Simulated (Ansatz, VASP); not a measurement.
Two plane-wave programs on Lu

```xyz
2
Lattice="3.5126 0.0000 0.0000 -1.7563 3.0420 0.0000 0.0000 0.0000 5.4546" Properties=species:S:1:pos:R:3 pbc="T T T"
Lu    0.0000    2.0280    1.3637
Lu    1.7563    1.0140    4.0910
```

Alike in both runs: task single point; functional LDA; k mesh 18 × 18 × 10; occupations fermi-dirac, width 0.1 eV; no spin polarisation.

|  | VASP | Ansatz |
| --- | --- | --- |
| version | VASP 6.6.1 | Ansatz 0.2.0 |
| potentials or method | VASP PAW PBE potentials, release 64 (Lu), cutoff 520 eV | plane waves (420 eV) with PAW, scalar-relativistic |
| valence electrons in the cell | 50 | 50 |

|  | VASP | Ansatz | Ansatz less VASP |
| --- | --- | --- | --- |
| pressure (GPa) | -4.9 | -5.1 | -0.17 |
| traceless stress, the component that is largest in VASP (GPa) | 0.06 | 0.07 | +0.005 |

VASP's potentials were made for PBE, not for LDA, and Ansatz warns of the same on its side. LDA's correlation is that of Perdew and Zunger in VASP and of Perdew and Wang (1992) in Ansatz.

Neither program's run includes spin-orbit coupling.
